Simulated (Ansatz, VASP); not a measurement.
## One calculation of Ge4As, two programs

INCAR

```
SYSTEM = Ge4As
  PREC = Accurate
  ENCUT = 520
  EDIFF = 1E-6
  ISMEAR = 0
  SIGMA = 0.1
  LREAL = .False.
  LASPH = .True.
  NELM = 80
  ALGO = Normal
  ISIF = 2
  LWAVE = .False.
  LCHARG = .False.
  GGA = PE
  NBANDS = 38
```

File KPOINTS:

```
regular mesh
0
Gamma
  4 4 4
  0 0 0
```

POSCAR

```
Ge4As
1.0
    4.5515563400      0.0000000000      0.0000000000
    0.0000000000      4.5515563400      0.0000000000
    0.0000000000      0.0000000000      4.5515563400
Ge As
4 1
Direct
    0.5000000000      0.5000000000      0.5000000000
    0.0000000000      0.5000000000      0.5000000000
    0.5000000000      0.0000000000      0.5000000000
    0.5000000000      0.5000000000      0.0000000000
    0.0000000000      0.0000000000      0.0000000000
```

Input for Ansatz:

```yaml
crystal:
  lattice:
    - [4.55155634, 0.0, 0.0]
    - [0.0, 4.55155634, 0.0]
    - [0.0, 0.0, 4.55155634]
  atoms:
    - { symbol: Ge, position: [0.5, 0.5, 0.5] }
    - { symbol: Ge, position: [0.0, 0.5, 0.5] }
    - { symbol: Ge, position: [0.5, 0.0, 0.5] }
    - { symbol: Ge, position: [0.5, 0.5, 0.0] }
    - { symbol: As, position: [0.0, 0.0, 0.0] }
basis:
  ecutwfc: 420
kpoints:
  mp_grid: { grid: [4, 4, 4] }
hamiltonian:
  xc: pbe
scf:
  occupations: { method: gaussian, width: 0.1 }
  lower_state_search: "off"
output:
  forces: true
  stress: true
  eigenvalues: true
```

Change from the starting cell: species swapped into the Mn4N type (Pm-3m, No. 221).

Alike in both runs: task single point; functional PBE; k mesh 4 × 4 × 4; occupations gaussian, width 0.1 eV; no spin polarisation.

```csv
,VASP,Ansatz
version,VASP 6.6.1,Ansatz 0.2.0
potentials or method,"VASP PAW PBE potentials, release 64 (Ge_d, As), cutoff 520 eV","scalar-relativistic, plane waves, PAW"
valence electrons in the cell,61,71
```

```csv
,VASP,Ansatz,Ansatz less VASP
gap on the k mesh at the Fermi level (eV),none,none,-
pressure (GPa),21.7,21.7,+0.01
```

A gap of «none» marks a metal or a gap that the smearing closes. With one functional, cell and mesh, what is left measures potentials, basis and numerics. VASP's potentials hold 61 valence electrons a cell and Ansatz's 71, so a difference there can come from the potentials and not from the codes.
